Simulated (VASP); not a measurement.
## Ir: single point with PBE

Ir:

```
CELL_PARAMETERS angstrom
0.00401 1.91308 1.94764
1.93516 0.01917 1.93249
1.95170 1.91446 0.00264
ATOMIC_POSITIONS crystal
Ir 0.00000 0.00000 0.00000
```

```yaml
Program: VASP 6.6.1
Task: single point
Functional: PBE
Potentials_or_basis: VASP PAW PBE potentials, release 64 (Ir)
Cutoff: 500 eV
k_mesh: 7 × 7 × 7
Occupations: methfessel-paxton, width 0.15 eV
Spin: no spin polarisation
```

```
Pressure               : 3.6 GPa
Band gap on the k mesh : zero (an odd number of electrons rules out a gap without spin polarisation)
```

Stress tensor (GPa, compression positive):
```
 0.98 -3.24  1.71
-3.24  8.33 -2.82
 1.71 -2.82  1.50
```

Levels at points of the mesh, in eV from the Fermi level:
```
           k point  band 1  band 2  band 3  band 4  band 5  band 6  band 7  band 8  band 9
(0.00, 0.00, 0.00)  -11.13   -4.09   -4.03   -3.74   -1.47   -1.15   14.19   19.41   19.54
```

Run time: 8.4 s on 1 thread of Intel(R) Xeon(R) 6975P-C (Granite Rapids), with other jobs on the host, peak memory 0.14 GiB.

Caveat: the k points lie up to 0.41 Å⁻¹ apart, too coarse for converged energies and pressures of a metal; spin-orbit coupling is left out, which moves the levels of the heavy elements.
